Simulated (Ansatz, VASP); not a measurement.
## One calculation of Hf2Br, two programs

```
Hf Br
1.0
     5.19051    0.00000    0.00000
    -2.59525    4.49511    0.00000
     0.00000    0.00000    3.07207
Hf Br
2 1
Direct
  0.33333 0.66667 0.50000
  0.66667 0.33333 0.50000
  0.00000 0.00000 0.00000
```

Alike in both runs: functional PBE; k mesh 12 × 12 × 16; occupations gaussian, width 0.1 eV; no spin polarisation.

Ansatz relaxed the structure, and its values are those at the end. VASP's run is a single point on that final structure, the one shown.

|  | VASP | Ansatz |
| --- | --- | --- |
| version | VASP 6.6.1 | Ansatz 0.2.0 |
| potentials or method | VASP PAW PBE potentials, release 64 (Hf_pv, Br), cutoff 520 eV | scalar-relativistic, plane waves, PAW |
| valence electrons in the cell | 27 | 59 |

VASP gave:

* gap on the k mesh at the Fermi level (eV): none
* pressure (GPa): -0.3

What did Ansatz give for the same quantities?

gap on the k mesh at the Fermi level (eV): none; pressure (GPa): 0.0.

A gap of «none» marks a metal or a gap that the smearing closes. VASP's potentials hold 27 valence electrons a cell and Ansatz's 59, so a difference there can come from the potentials and not from the codes.

Neither program's run includes spin-orbit coupling.
